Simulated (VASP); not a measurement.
# Pt (Fm-3m) in VASP: a series of runs

Runs on Pt. Level: LDA. Tasks: single point.

Everything below comes from runs of VASP 6.6.1. Logs are shortened: lines on timing, memory, paths and dates and some standing lists are left out, and cuts for length are marked.

## 1. The cell of the first run

It takes space group Fm-3m (No. 225, cubic). The conventional cell has a = 3.995 Å, b = 3.995 Å, c = 3.995 Å, α = 90.00°, β = 90.00°, γ = 90.00°. Pt (site symmetry m-3m) has 12 Pt at 2.82 Å within 3.7 Å.

## 2. Single point, LDA, collinear spin, ferromagnetic start (volume scaled by 1.08)

Contents of INCAR:

```
ALGO = Normal
EDIFF = 1E-6
ENCUT = 520
ISIF = 2
ISMEAR = -1
ISPIN = 2
LASPH = True
LCHARG = False
LMAXMIX = 4
LORBIT = 11
LREAL = False
LWAVE = False
MAGMOM = 1
NBANDS = 15
NELM = 150
PREC = Accurate
SIGMA = 0.05
```

Contents of KPOINTS:

```
k-points
0
Gamma
  23 23 23
```

Contents of POSCAR:

```
Pt
1.0
    0.0000000000      1.9972537789      1.9972537789
    1.9972537789      0.0000000000      1.9972537789
    1.9972537789      1.9972537789      0.0000000000
Pt
1
Direct
    0.0000000000      0.0000000000      0.0000000000
```

Potentials or basis: VASP PAW LDA potentials, release 64 (Pt).

Started as:

```bash
cat potpaw_LDA.64/Pt/POTCAR > POTCAR
mpirun -np 1 vasp_std > vasp.out
```

OUTCAR:

```text
EDIFF = 1E-6
   ENCUT = 520
   ISIF = 2
   ISMEAR = -1
   ISPIN = 2
   LASPH = True
   LORBIT = 11
   LREAL = False
   NELM = 150
   PREC = Accurate

 ion  position               nearest neighbor table
   1  0.000  0.000  0.000-

  LATTYP: Found a face centered cubic cell.
 ALAT       =     3.9945075578

  Lattice vectors:

 A1 = (   0.0000000000,   1.9972537789,   1.9972537789)
 A2 = (   1.9972537789,   0.0000000000,   1.9972537789)
 A3 = (   1.9972537789,   1.9972537789,   0.0000000000)

Analysis of symmetry for initial positions (statically):
=====================================================================
 Subroutine PRICEL returns:
 Original cell was already a primitive cell.

 Routine SETGRP: Setting up the symmetry group for a
 face centered cubic supercell.

 Subroutine GETGRP returns: Found 48 space group operations
 (whereof 48 operations were pure point group operations)
 out of a pool of 48 trial point group operations.

The static configuration has the point symmetry O_h .

Analysis of symmetry for dynamics (positions and initial velocities):
=====================================================================
 Subroutine PRICEL returns:
 Original cell was already a primitive cell.

 Routine SETGRP: Setting up the symmetry group for a
 face centered cubic supercell.

 Subroutine GETGRP returns: Found 48 space group operations
 (whereof 48 operations were pure point group operations)
 out of a pool of 48 trial point group operations.

The dynamic configuration has the point symmetry O_h .

Analysis of structural, dynamic, and magnetic symmetry:
=====================================================================
 Subroutine PRICEL returns:
 Original cell was already a primitive cell.

 Routine SETGRP: Setting up the symmetry group for a
 face centered cubic supercell.

 Subroutine GETGRP returns: Found 48 space group operations
 (whereof 48 operations were pure point group operations)
 out of a pool of 48 trial point group operations.

The overall configuration has the point symmetry O_h .

 Subroutine INISYM returns: Found 48 space group operations
 (whereof 48 operations are pure point group operations),
 and found     1 'primitive' translations

----------------------------------------------------------------------------------------

                                     Primitive cell

  volume of cell :      15.9342

  direct lattice vectors                    reciprocal lattice vectors
     0.000000000  1.997253779  1.997253779    -0.250343750  0.250343750  0.250343750
     1.997253779  0.000000000  1.997253779     0.250343750 -0.250343750  0.250343750
     1.997253779  1.997253779  0.000000000     0.250343750  0.250343750 -0.250343750

  length of vectors
     2.824543382  2.824543382  2.824543382     0.433608094  0.433608094  0.433608094

  position of ions in fractional coordinates (direct lattice)
     0.000000000  0.000000000  0.000000000

  ion indices of the primitive-cell ions
   primitive index   ion index
                 1           1

----------------------------------------------------------------------------------------

 KPOINTS: k-points

Automatic generation of k-mesh.
 Grid dimensions read from file:
 generate k-points for:   23   23   23

 Generating k-lattice:

  Cartesian coordinates                     Fractional coordinates (reciprocal lattice)
    -0.010884511  0.010884511  0.010884511     0.043478261  0.000000000  0.000000000
     0.010884511 -0.010884511  0.010884511     0.000000000  0.043478261  0.000000000
     0.010884511  0.010884511 -0.010884511     0.000000000  0.000000000  0.043478261

  Length of vectors
     0.018852526  0.018852526  0.018852526

  Shift w.r.t. Gamma in fractional coordinates (k-lattice)
     0.000000000  0.000000000  0.000000000

 Subroutine IBZKPT returns following result:
 ===========================================

 Found    364 irreducible k-points:

 Following reciprocal coordinates:
            Coordinates               Weight
  0.000000  0.000000  0.000000      1.000000
  0.043478  0.000000  0.000000      8.000000
  0.086957  0.000000  0.000000      8.000000
  0.130435  0.000000  0.000000      8.000000
  0.173913  0.000000  0.000000      8.000000
  0.217391  0.000000  0.000000      8.000000
[... 16 lines left out ...]
  0.478261  0.043478  0.000000     24.000000
 -0.478261  0.043478  0.000000     24.000000
 [... further k-points ...]
   k-points           NKPTS =    364   k-points in BZ     NKDIM =    364   number of bands    NBANDS=     15
   number of dos      NEDOS =    301   number of ions     NIONS =      1
   total plane-waves  NPLWV =  13824
   dimension x,y,z NGX =    24 NGY =   24 NGZ =   24
   dimension x,y,z NGXF=    48 NGYF=   48 NGZF=   48
   ions per type =               1
   NGX,Y,Z   is equivalent  to a cutoff of  14.13, 14.13, 14.13 a.u.
   NGXF,Y,Z  is equivalent  to a cutoff of  28.25, 28.25, 28.25 a.u.
 SYSTEM =  unknown system
   PREC   = accura    normal or accurate (medium, high low for compatibility)
   ISTART =      0    job   : 0-new  1-cont  2-samecut
   ICHARG =      2    charge: 1-file 2-atom 10-const
   ISPIN  =      2    spin polarized calculation?
   LNONCOLLINEAR =      F non collinear calculations
   LSORBIT =      F    spin-orbit coupling
   LASPH  =      T    aspherical Exc in radial PAW
   ENCUT  =  520.0 eV  38.22 Ry    6.18 a.u.   5.25  5.25  5.25*2*pi/ulx,y,z
   NELM   =    150;   NELMIN=  2; NELMDL= -5     # of ELM steps
   EDIFF  = 0.1E-05   stopping-criterion for ELM
   LREAL  =      F    real-space projection
   EDIFFG = 0.1E-04   stopping-criterion for IOM
   NSW    =      0    number of steps for IOM
   IBRION =     -1    ionic relax: 0-MD 1-quasi-New 2-CG
   NFREE  =      0    steps in history (QN), initial steepest desc. (CG)
   ISIF   =      2    stress and relaxation
   ISYM   =      2    0-nonsym 1-usesym 2-fastsym
   POTIM  = 0.5000    time-step for ionic-motion
   TEBEG  =    0.0;   TEEND  =   0.0 temperature during run
   PSTRESS=    0.0 pullay stress
   NELECT =      10.0000    total number of electrons
   NUPDOWN=      -1.0000    fix difference up-down
   EMIN   =  10.00;   EMAX   =-10.00  energy-range for DOS
   EFERMI =   0.00;   METHOD = LEGACY
   ISMEAR =    -1;   SIGMA  =   0.05  broadening in eV -4-tet -1-fermi 0-gaus
   EFERMI_NEDOS =   21; number of points for ismear=-14 and -15
   IALGO  =     38    algorithm
   IMIX   =      4    mixing-type and parameters
     AMIX     =   0.40;   BMIX     =  1.00
     AMIX_MAG =   1.60;   BMIX_MAG =  1.00
  volume/ion in A,a.u.               =      15.93       107.53
  Fermi-wavevector in a.u.,A,eV,Ry     =   1.401624  2.648686 26.729330  1.964550
  Thomas-Fermi vector in A             =   2.524467
   LORBIT       =     11    0 simple, 1 ext, 2 COOP (PROOUT), +10 PAW based schemes
   GGA     = CA    functional components
   LHFCALC =     F    Hartree Fock is set to
   AEXX    =    0.0000 exact exchange contribution
   IVDW    =     0    specifies the selected vdW correction
   LEPSILON=     F    determine dielectric tensor
   LRPA    =     F    only Hartree local field effects (RPA)
 spin polarized calculation
  energy-cutoff  :      520.00
  volume of cell :       15.93
 maximum number of plane-waves:       444
 NGX is ok and might be reduce to    24
   NGX = 11   NGY = 11   NGZ = 11

 number of electron      10.0000001 magnetization      -0.0005709

 number of electron      10.0000001 magnetization       0.0003559

 Free energy of the ion-electron system (eV)
  ---------------------------------------------------
  ext. energy  EPLUGINS =         0.00000000
  ---------------------------------------------------
  free energy    TOTEN  =        -7.44195576 eV

  energy without entropy =       -7.42486948  energy(sigma->0) =       -7.43341262

 E-fermi :  10.0959     XC(G=0): -13.3702

 val. band max:       10.0955653885   @ k =  -0.3043   0.0870   0.0000
 cond. band min:      10.0998998961   @ k =   0.4348   0.1304   0.0000
 fundamental gap:      0.0043345076
 Fermi energy:        10.0958748321

 spin component 1

 k-point     1 :       0.0000    0.0000    0.0000
  band No.  band energies     occupation
      1       0.4540      1.00000
      2       6.6036      1.00000
      3       6.6036      1.00000
      4       6.6036      1.00000
      5       8.6074      1.00000
      6       8.6074      1.00000
      7      24.8609      0.00000
      8      29.4696      0.00000
      9      29.4696      0.00000
     10      29.4696      0.00000
     11      34.7253      0.00000
     12      41.0836      0.00000
     13      41.0836      0.00000
     14      41.0836      0.00000
     15      42.1999      0.00000

 k-point     2 :       0.0435    0.0000    0.0000
  band No.  band energies     occupation
      1       0.5265      1.00000
      2       6.5722      1.00000
      3       6.6322      1.00000
      4       6.6322      1.00000
      5       8.5915      1.00000
      6       8.5915      1.00000
      7      24.9706      0.00000
      8      29.0501      0.00000
      9      29.5771      0.00000
     10      29.5771      0.00000
     11      35.1755      0.00000
     12      39.8579      0.00000
     13      40.5361      0.00000
     14      40.5361      0.00000
     15      42.4593      0.00000
[... 365 lines left out ...]
      3       6.6277      1.00000
      4       9.0377      1.00000
      5      10.1257      0.35520
      6      10.6121      0.00003
      7      15.8367      0.00000
      8      24.5607      0.00000
      9      28.5000      0.00000
     10      28.6327      0.00000
     11      37.2614      0.00000
     12      37.5891      0.00000
     13      38.7038      0.00000
     14      42.9018      0.00000
     15      43.3739      0.00000

 k-point    24 :      -0.4783    0.0435    0.0000
  band No.  band energies     occupation
      1       3.3518      1.00000
      2       6.5198      1.00000
      3       6.6089      1.00000
      4       9.2135      1.00000
      5      10.1043      0.45811
      6      10.8012      0.00000
      7      15.5039      0.00000
      8      24.5097      0.00000
      9      28.3504      0.00000
     10      28.5731      0.00000
     11      37.5162      0.00000
     12      37.5681      0.00000
     13      39.0554      0.00000
     14      43.1708      0.00000
     15      43.2085      0.00000

 [... further k-points ...]

 spin component 2

 k-point     1 :       0.0000    0.0000    0.0000
  band No.  band energies     occupation
      1       0.4540      1.00000
      2       6.6037      1.00000
      3       6.6037      1.00000
      4       6.6037      1.00000
      5       8.6076      1.00000
      6       8.6076      1.00000
      7      24.8610      0.00000
      8      29.4697      0.00000
      9      29.4697      0.00000
     10      29.4697      0.00000
     11      34.7252      0.00000
     12      41.0836      0.00000
     13      41.0836      0.00000
     14      41.0836      0.00000
     15      42.2001      0.00000

 k-point     2 :       0.0435    0.0000    0.0000
  band No.  band energies     occupation
      1       0.5265      1.00000
      2       6.5723      1.00000
      3       6.6323      1.00000
      4       6.6323      1.00000
      5       8.5917      1.00000
      6       8.5917      1.00000
      7      24.9707      0.00000
      8      29.0501      0.00000
      9      29.5771      0.00000
     10      29.5771      0.00000
     11      35.1754      0.00000
     12      39.8579      0.00000
     13      40.5362      0.00000
     14      40.5362      0.00000
     15      42.4595      0.00000
[... 365 lines left out ...]
      3       6.6279      1.00000
      4       9.0378      1.00000
      5      10.1259      0.35431
      6      10.6122      0.00003
      7      15.8369      0.00000
      8      24.5607      0.00000
      9      28.5000      0.00000
     10      28.6328      0.00000
     11      37.2614      0.00000
     12      37.5891      0.00000
     13      38.7038      0.00000
     14      42.9020      0.00000
     15      43.3747      0.00000

 k-point    24 :      -0.4783    0.0435    0.0000
  band No.  band energies     occupation
      1       3.3519      1.00000
      2       6.5200      1.00000
      3       6.6091      1.00000
      4       9.2136      1.00000
      5      10.1045      0.45714
      6      10.8013      0.00000
      7      15.5040      0.00000
      8      24.5097      0.00000
      9      28.3504      0.00000
     10      28.5732      0.00000
     11      37.5163      0.00000
     12      37.5681      0.00000
     13      39.0555      0.00000
     14      43.1711      0.00000
     15      43.2088      0.00000

 [... further k-points ...]

------------------------ aborting loop because EDIFF is reached ----------------------------------------

  FORCE on cell =-STRESS in cart. coord.  units (eV):
  Direction    XX          YY          ZZ          XY          YZ          ZX
  --------------------------------------------------------------------------------------
  -------------------------------------------------------------------------------------
  Total       -1.8460462     -1.8460462     -1.8460462      0.0000000      0.0000000      0.0000000
  in kB     -185.6194192   -185.6194192   -185.6194192      0.0000000      0.0000000      0.0000000
  external PRESSURE =    -185.6194192 kB  Pullay stress =       0.0000000 kB

 VOLUME and BASIS-vectors are now :
 -----------------------------------------------------------------------------
  energy-cutoff  :      520.00
  volume of cell :       15.93
      direct lattice vectors                 reciprocal lattice vectors
     0.000000000  1.997253779  1.997253779    -0.250343750  0.250343750  0.250343750
     1.997253779  0.000000000  1.997253779     0.250343750 -0.250343750  0.250343750
     1.997253779  1.997253779  0.000000000     0.250343750  0.250343750 -0.250343750

 POSITION                                       TOTAL-FORCE (eV/Angst)
 -----------------------------------------------------------------------------------
      0.00000      0.00000      0.00000         0.000000      0.000000      0.000000
 -----------------------------------------------------------------------------------
    total drift:                               -0.000000      0.000000     -0.000000

  FREE ENERGIE OF THE ION-ELECTRON SYSTEM (eV)
  ---------------------------------------------------
  free  energy   TOTEN  =        -7.4419557621 eV

  energy  without entropy=       -7.4248694778  energy(sigma->0) =       -7.43341262

 total charge

# of ion       s       p       d       tot
------------------------------------------
    1        0.611   0.545   8.008   9.164

 magnetization (x)

# of ion       s       p       d       tot
------------------------------------------
    1       -0.000  -0.000   0.000   0.000
```

Wall time 3.5 min (1 thread of Intel Xeon Platinum 8375C at 2.90GHz (Ice Lake), shared host); peak memory 0.23 GiB.

Results:

```yaml
Free_energy: -7.4420 eV
Pressure: -18.6 GPa
Band_gap_on_the_k_mesh: zero (filled and empty bands overlap)
Net_moment: 0.00 μB per cell
Valence_electrons_inside_the_program's_atomic_spheres: Pt 9.16
```

Caveat: spin-orbit coupling is left out, which moves the levels of the heavy elements.

## 3. Single point, LDA, collinear spin, ferromagnetic start (volume scaled by 1.12)

Contents of INCAR:

```
PREC = Accurate
ENCUT = 520
EDIFF = 1E-6
ISMEAR = -1
SIGMA = 0.05
LREAL = F
LASPH = T
NELM = 150
ALGO = Normal
ISIF = 2
LWAVE = F
LCHARG = F
ISPIN = 2
MAGMOM = 1
LORBIT = 11
LMAXMIX = 4
NBANDS = 15
```

Contents of KPOINTS:

```
Automatic mesh
0
Gamma
  23 23 23
```

Contents of POSCAR:

```
Pt
1.0
    0.0000000000      2.0216129330      2.0216129330
    2.0216129330      0.0000000000      2.0216129330
    2.0216129330      2.0216129330      0.0000000000
Pt
1
Direct
    0.0000000000      0.0000000000      0.0000000000
```

Potentials or basis: VASP PAW LDA potentials, release 64 (Pt).

Started as:

```bash
cat potpaw_LDA.64/Pt/POTCAR > POTCAR
mpirun -np 1 vasp_std > vasp.out
```

It took 2.6 min on 1 thread of Intel Xeon Platinum 8375C at 2.90GHz (Ice Lake), shared host; peak memory 0.24 GiB.

The run converged. Its results:

```
Free energy                                           : -7.3615 eV
Pressure                                              : -25.1 GPa
Band gap on the k mesh                                : zero (filled and empty bands overlap)
Net moment                                            : 0.00 μB per cell
Valence electrons inside the program's atomic spheres : Pt 9.08
```

Levels at points of the mesh, in eV from the Fermi level:
Spin up:
```tsv
k point	band 1	band 2	band 3	band 4	band 5	band 6	band 7	band 8	band 9	band 10
(0.00, 0.00, 0.00)	-9.26	-3.29	-3.29	-3.29	-1.40	-1.40	14.84	19.25	19.25	19.25
```
Spin down:
```csv
k point,band 1,band 2,band 3,band 4,band 5,band 6,band 7,band 8,band 9,band 10
"(0.00, 0.00, 0.00)",-9.26,-3.29,-3.29,-3.29,-1.40,-1.40,14.84,19.25,19.25,19.25
```

Caveat: spin-orbit coupling is left out, which moves the levels of the heavy elements.

[end of part 1 of 2]
